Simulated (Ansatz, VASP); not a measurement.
**Two plane-wave programs on Hf**

```
Hf
1.0
     2.99591    0.00000    0.00000
    -1.49795    2.59453    0.00000
     0.00000    0.00000    3.00574
Hf
1
Direct
  0.00000 0.00000 0.00000
```

Alike in both runs: functional PBE; k mesh 16 × 16 × 15; occupations fermi-dirac, width 0.1 eV; no spin polarisation.

Ansatz relaxed the structure, and its values are those at the end. VASP's run is a single point on that final structure, the one shown.

```csv
,VASP,Ansatz
version,VASP 6.6.1,Ansatz 0.2.0
potentials or method,"VASP PAW PBE potentials, release 64 (Hf_pv)","PAW with Ansatz's default frozen-core files, scalar-relativistic"
plane-wave cutoff (eV),520,420
valence electrons in the cell,10,26
```

VASP gave:

* pressure (GPa): -0.4

**Question.** Which values does Ansatz return?

**Answer.** Pressure (GPa): 0.0.

VASP's potentials hold 10 valence electrons a cell and Ansatz's 26, so a difference there can come from the potentials and not from the codes.

Spin-orbit coupling is off throughout.
